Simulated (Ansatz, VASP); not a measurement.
Two plane-wave programs on Si2W3

```
CELL_PARAMETERS angstrom
3.57741 0.00000 0.00000
0.00000 3.57741 0.00000
0.00000 0.00000 7.42432
ATOMIC_POSITIONS crystal
Si 0.50000 0.00000 0.00000
Si 0.00000 0.50000 0.00000
W 0.00000 0.00000 0.13301
W 0.00000 0.00000 0.86699
W 0.00000 0.00000 0.50000
```

Alike in both runs: task single point; functional PBE; k mesh 6 × 6 × 4; occupations gaussian, width 0.1 eV; no spin polarisation.

|  | VASP | Ansatz |
| --- | --- | --- |
| version | VASP 6.6.1 | Ansatz 0.2.0 |
| potentials or method | VASP PAW PBE potentials, release 64 (Si, W_sv), cutoff 520 eV | scalar-relativistic, plane waves, PAW |
| valence electrons in the cell | 50 | 50 |

Ansatz gave:

| Property | Result |
| --- | --- |
| gap on the k mesh at the Fermi level (eV) | none |
| rms of the force components (eV/Å) | 13.550 |

Question: Estimate VASP's values.

Answer: gap on the k mesh at the Fermi level (eV): none; rms of the force components (eV/Å): 14.121.

Atom by atom the forces differ by 0.571 eV/Å (rms over components). A gap of «none» marks a metal or a gap that the smearing closes.

Spin-orbit coupling is off throughout.
